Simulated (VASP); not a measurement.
# Hf (Fm-3m) in VASP: notebook, part 2 of 2

VASP 6.6.1. The steps go on from the part before.

## Step 3: Single point, revPBE (volume scaled by 1.12)

INCAR reads:

```
SYSTEM = Hf
PREC     = Accurate       ! precision mode
ENCUT    = 520            ! plane-wave cutoff, eV
EDIFF    = 1E-6           ! SCF threshold, eV
ISMEAR   = -1             ! smearing method
SIGMA    = 0.1            ! smearing width, eV
LREAL    = .False.        ! projectors in reciprocal space
LASPH    = .True.         ! aspherical terms in the spheres
NELM     = 80             ! most SCF steps
ALGO     = Normal         ! electronic algorithm
ISIF     = 2              ! what is computed and relaxed
LWAVE    = .False.        ! write WAVECAR
LCHARG   = .True.         ! write CHGCAR
GGA      = RE             ! functional
LELF     = .True.         ! ELF
LVHAR    = .True.       
NBANDS   = 11             ! bands
```

KPOINTS reads:

```
Automatic mesh
0
Gamma
  14 14 14
  0 0 0
```

POSCAR reads:

```
Hf
1.0
    0.0000000000      2.3458855628      2.3458855628
    2.3458855628      0.0000000000      2.3458855628
    2.3458855628      2.3458855628      0.0000000000
Hf
1
Direct
    0.0000000000      0.0000000000      0.0000000000
```

Potentials or basis: VASP PAW PBE potentials, release 64 (Hf_pv).

The run is started by

```bash
cat potpaw_PBE.64/Hf_pv/POTCAR > POTCAR
mpirun -np 1 vasp_std > vasp.out
```

OUTCAR:

```text
SYSTEM = Hf
   PREC = Accurate
   ENCUT = 520
   EDIFF = 1E-6
   ISMEAR = -1
   LREAL = .False.
   LASPH = .True.
   NELM = 80
   ISIF = 2
   GGA = RE

 ion  position               nearest neighbor table
   1  0.000  0.000  0.000-

  LATTYP: Found a face centered cubic cell.
 ALAT       =     4.6917711256

  Lattice vectors:

 A1 = (   0.0000000000,   2.3458855628,   2.3458855628)
 A2 = (   2.3458855628,   0.0000000000,   2.3458855628)
 A3 = (   2.3458855628,   2.3458855628,   0.0000000000)

Analysis of symmetry for initial positions (statically):
=====================================================================
 Subroutine PRICEL returns:
 Original cell was already a primitive cell.

 Routine SETGRP: Setting up the symmetry group for a
 face centered cubic supercell.

 Subroutine GETGRP returns: Found 48 space group operations
 (whereof 48 operations were pure point group operations)
 out of a pool of 48 trial point group operations.

The static configuration has the point symmetry O_h .

Analysis of symmetry for dynamics (positions and initial velocities):
=====================================================================
 Subroutine PRICEL returns:
 Original cell was already a primitive cell.
[... 158 lines left out ...]
 fundamental gap:      0.0125297780
 Fermi energy:         3.8787944588

 k-point     1 :       0.0000    0.0000    0.0000
  band No.  band energies     occupation
      1     -26.7077      2.00000
      2     -26.7077      2.00000
      3     -26.7077      2.00000
      4      -2.8370      2.00000
      5       5.2019      0.00000
      6       5.2019      0.00000
      7       5.2019      0.00000
      8       7.5243      0.00000
      9       7.5243      0.00000
     10      14.6707      0.00000
     11      16.4709      0.00000
[... 309 lines left out ...]
 k-point    24 :       0.2857    0.1429    0.0000
  band No.  band energies     occupation
      1     -26.9530      2.00000
      2     -26.7752      2.00000
      3     -26.7700      2.00000
      4      -0.8480      2.00000
      5       3.7340      1.61943
      6       5.2705      0.00000
      7       5.9642      0.00000
      8       6.8850      0.00000
      9       8.2459      0.00000
     10      15.3910      0.00000
     11      16.4740      0.00000

 [... further k-points ...]
[... 5 lines left out ...]
  --------------------------------------------------------------------------------------
  -------------------------------------------------------------------------------------
  Total       -1.5452543     -1.5452543     -1.5452543     -0.0000000      0.0000000     -0.0000000
  in kB      -95.8870741    -95.8870741    -95.8870741     -0.0000000      0.0000000     -0.0000000
  external PRESSURE =     -95.8870741 kB  Pullay stress =       0.0000000 kB

 VOLUME and BASIS-vectors are now :
 -----------------------------------------------------------------------------
  energy-cutoff  :      520.00
  volume of cell :       25.82
      direct lattice vectors                 reciprocal lattice vectors
     0.000000000  2.345885563  2.345885563    -0.213139127  0.213139127  0.213139127
     2.345885563  0.000000000  2.345885563     0.213139127 -0.213139127  0.213139127
     2.345885563  2.345885563  0.000000000     0.213139127  0.213139127 -0.213139127

 POSITION                                       TOTAL-FORCE (eV/Angst)
 -----------------------------------------------------------------------------------
      0.00000      0.00000      0.00000         0.000000      0.000000      0.000000
 -----------------------------------------------------------------------------------
    total drift:                               -0.000000     -0.000000     -0.000000

  FREE ENERGIE OF THE ION-ELECTRON SYSTEM (eV)
  ---------------------------------------------------
  free  energy   TOTEN  =        -9.4464333242 eV

  energy  without entropy=       -9.3917781895  energy(sigma->0) =       -9.41910576
```

OSZICAR:

```text
N       E                     dE             d eps       ncg     rms          rms(c)
DAV:   1     0.121708404753E+02    0.12171E+02   -0.57038E+03  2296   0.820E+02
DAV:   2    -0.936705571591E+01   -0.21538E+02   -0.20877E+02  2913   0.148E+02
DAV:   3    -0.985417671247E+01   -0.48712E+00   -0.48254E+00  2860   0.151E+01
DAV:   4    -0.985667415543E+01   -0.24974E-02   -0.24970E-02  2657   0.129E+00
DAV:   5    -0.985669316233E+01   -0.19007E-04   -0.19006E-04  2935   0.980E-02    0.414E+01
DAV:   6    -0.955024034149E+01    0.30645E+00   -0.27611E-01  2423   0.387E+00    0.250E+01
DAV:   7    -0.945432192471E+01    0.95918E-01   -0.43304E-01  2564   0.474E+00    0.127E+00
DAV:   8    -0.944651685750E+01    0.78051E-02   -0.38025E-02  2573   0.142E+00    0.711E-01
DAV:   9    -0.944642997966E+01    0.86878E-04   -0.71431E-04  2794   0.241E-01    0.665E-02
DAV:  10    -0.944643320819E+01   -0.32285E-05   -0.74422E-05  2681   0.662E-02    0.816E-02
DAV:  11    -0.944643332421E+01   -0.11603E-06   -0.57803E-06  2694   0.180E-02
   1 F= -.94464333E+01 E0= -.94191058E+01  d E =-.546551E-01
```

stdout:

```text
POSCAR found type information on POSCAR Hf
 POSCAR found :  1 types and       1 ions
 scaLAPACK will be used
 -----------------------------------------------------------------------------
|                                                                             |
|                                                                             |
|     You enforced a specific xc type in the INCAR file but a different       |
|     I HOPE YOU KNOW WHAT YOU ARE DOING!                                     |
|                                                                             |
 -----------------------------------------------------------------------------

 LDA part: xc-table for (Slater+PW92), standard interpolation
 POSCAR, INCAR and KPOINTS ok, starting setup
 FFT: planning ... GRIDC
 FFT: planning ... GRID_SOFT
 FFT: planning ... GRID
 WAVECAR not read
 entering main loop
```

It took 51 s on 1 thread of Intel Xeon 6975P-C, shared host; peak memory 0.18 GiB.

What came out:

```
Free energy            : -9.4464 eV
Pressure               : -9.6 GPa
Band gap on the k mesh : zero (band 5 reaches 5.20 eV, above the bottom of band 6 at 3.42 eV)
```

Caveat: the cell differs from its parent crystal (volume scaled by 1.12); the PAW data sets were made with another functional, which shifts forces and pressure a little; spin-orbit coupling is left out, which moves the levels of the heavy elements.

## Step 4: Single point, revPBE

This run uses another cell than the first one, of 23.05 Å³/atom, 0.926 times its volume.

INCAR reads:

```
PREC     = Accurate       # precision mode
ENCUT    = 520            # plane-wave cutoff, eV
EDIFF    = 1E-6           # SCF threshold, eV
ISMEAR   = -1             # smearing method
SIGMA    = 0.1            # smearing width, eV
LREAL    = F              # projectors in reciprocal space
LASPH    = T              # aspherical terms in the spheres
NELM     = 100            # most SCF steps
ALGO     = Normal         # electronic algorithm
ISIF     = 2              # what is computed and relaxed
LWAVE    = F              # write WAVECAR
LCHARG   = F              # write CHGCAR
GGA      = RE             # functional
NBANDS   = 11             # bands
```

KPOINTS reads:

```
regular mesh
0
Gamma
  20 20 20
```

POSCAR reads:

```
Hf
1.0
    0.0000000000      2.2589198146      2.2589198146
    2.2589198146      0.0000000000      2.2589198146
    2.2589198146      2.2589198146      0.0000000000
Hf
1
Direct
    0.0000000000      0.0000000000      0.0000000000
```

The run is started by

```bash
cat potpaw_PBE.64/Hf_pv/POTCAR > POTCAR
mpirun -np 1 vasp_std > vasp.out
```

Wall time 55 s (1 thread of Intel Xeon 6975P-C, shared host); peak memory 0.19 GiB.

It converged, with:

```
Free energy            : -9.5392 eV
Pressure               : -0.4 GPa
Band gap on the k mesh : zero (band 5 reaches 6.02 eV, above the bottom of band 6 at 4.17 eV)
```

Levels at points of the mesh, in eV from the Fermi level:
```tsv
k point	band 3	band 4	band 5	band 6	band 7	band 8
(0.00, 0.00, 0.00)	-30.16	-7.11	1.40	1.40	1.40	4.10
(0.50, 0.00, 0.00)	-30.25	-3.54	0.45	1.20	1.20	6.12
(0.50, 0.50, 0.00)	-30.42	-3.12	-2.02	2.34	6.13	6.70
```

Caveat: the PAW data sets were made with another functional, which shifts forces and pressure a little; spin-orbit coupling is left out, which moves the levels of the heavy elements.

## Step 5: The runs side by side

```csv
cell,k mesh,gap on the mesh (eV),pressure (GPa)
"a = 3.278 Å, angles 60.0°, 1 atom",14 × 14 × 14,none,-7.0
"a = 3.318 Å, angles 60.0°, 1 atom",14 × 14 × 14,none,-9.6
"a = 3.195 Å, angles 60.0°, 1 atom",20 × 20 × 20,none,-0.4
```

Alike in all rows: task single point; level revPBE; potentials or basis VASP PAW PBE potentials, release 64 (Hf_pv); no spin polarisation; cutoff (eV) 520; smearing fermi-dirac 0.1 eV.

Caveats: the PAW data sets were made with another functional, which shifts forces and pressure a little; spin-orbit coupling is left out, which moves the levels of the heavy elements.

Total energies depend on the potentials used, so only differences within one code and one set of settings carry meaning.
